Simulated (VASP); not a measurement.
CoO:

```xyz
2
Lattice="0.0000 2.1315 2.1315 2.1315 0.0000 2.1315 2.1315 2.1315 0.0000" Properties=species:S:1:pos:R:3 pbc="T T T"
Co    0.0000    0.0000    0.0000
O     2.1315    2.1315    2.1315
```

Base run:

| Property | Result |
| --- | --- |
| Program | VASP 6.6.1 |
| Functional | PBE |
| Potentials or basis | VASP PAW PBE potentials, release 64 (Co_sv, O) |
| Cutoff | 700 eV |
| k mesh | 11 × 11 × 11 |
| Occupations | fermi-dirac, width 0.05 eV |
| Spin | collinear spin, ferromagnetic start |
| Starting moments | [1.71, 0.0] μB |

Its results: pressure -2.9 GPa; net moment 2.92 μB per cell; site moments Co +2.52; O +0.29 μB.

Task: The run is repeated on the same cell with these changes: k mesh from 11 × 11 × 11 to 6 × 6 × 6; moments at the start from [1.71, 0.0] to [2.0, 0.0]. What comes out?

Result: Pressure -4.2 GPa; net moment 2.79 μB per cell; site moments Co +2.44; O +0.26 μB.

Caveats: some runs use coarse meshes; a cell with one magnetic atom can't hold antiferromagnetic order, which such compounds often take.
